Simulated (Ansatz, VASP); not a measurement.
## One calculation of SnO, two programs

Contents of INCAR:

```
PREC = Accurate
ENCUT = 520
EDIFF = 1E-7
ISMEAR = 0
SIGMA = 0.05
LREAL = False
LASPH = True
NELM = 80
ALGO = Normal
ISIF = 2
LWAVE = False
LCHARG = False
LDIPOL = True
IDIPOL = 3
DIPOL = 0.5 0.5 0.399
GGA = PE
IVDW = 12
NBANDS = 50
```

File KPOINTS:

```
Automatic mesh
0
Gamma
  7 7 1
```

POSCAR

```
SnO
1.0
    3.8201711355      0.0000000000      0.0000000000
    0.0000000000      3.8201711355      0.0000000000
    0.0000000000      0.0000000000     22.2260714393
Sn O
4 4
Direct
    0.5000000000      0.0000000000      0.2024649301
    0.0000000000      0.5000000000      0.3087831216
    0.0000000000      1.0000000000      0.4887519483
    0.5000000000      0.5000000000      0.5950701398
    0.0000000000      0.0000000000      0.2556240258
    0.5000000000      0.5000000000      0.2556240258
    0.5000000000      1.0000000000      0.5419110441
    0.0000000000      0.5000000000      0.5419110441
```

Input for Ansatz:

```yaml
crystal:
  lattice:
    - [3.8201711355, 0.0, 0.0]
    - [0.0, 3.8201711355, 0.0]
    - [0.0, 0.0, 22.2260714393]
  atoms:
    - { symbol: Sn, position: [0.5, 0.0, 0.2024649301] }
    - { symbol: O, position: [0.0, 0.0, 0.2556240258] }
    - { symbol: O, position: [0.5, 0.5, 0.2556240258] }
    - { symbol: Sn, position: [0.0, 0.5, 0.3087831216] }
    - { symbol: Sn, position: [0.0, 1.0, 0.4887519483] }
    - { symbol: O, position: [0.5, 1.0, 0.5419110441] }
    - { symbol: O, position: [0.0, 0.5, 0.5419110441] }
    - { symbol: Sn, position: [0.5, 0.5, 0.5950701398] }
basis:
  ecutwfc: 420
kpoints:
  mp_grid: { grid: [7, 7, 1] }
hamiltonian:
  xc: pbe
  pseudopotentials: { kind: paw, azcp: { folder: soft_1 } }
  dispersion: d3bj
scf:
  occupations: { method: gaussian, width: 0.05 }
output:
  forces: true
  eigenvalues: true
efield:
  axis: 3
  dipole_correction: true
  ramp_width: 0.04
```

Alike in both runs: task single point; functional PBE; dispersion D3(BJ); k mesh 7 × 7 × 1; occupations gaussian, width 0.05 eV; no spin polarisation.

|  | VASP | Ansatz |
| --- | --- | --- |
| version | VASP 6.6.1 | Ansatz 0.2.0 |
| potentials or method | VASP PAW PBE potentials, release 64 (Sn_d, O), cutoff 520 eV | scalar-relativistic, plane waves, PAW |
| valence electrons in the cell | 80 | 80 |

Ansatz gave:

| Quantity | Value |
| --- | --- |
| gap on the k mesh at the Fermi level (eV) | 2.33 |
| least direct gap on the mesh (eV) | 2.56 |
| rms of the force components (eV/Å) | 0.010 |

Task: Estimate VASP's values.

Result: gap on the k mesh at the Fermi level (eV): 2.32; least direct gap on the mesh (eV): 2.53; rms of the force components (eV/Å): 0.042.
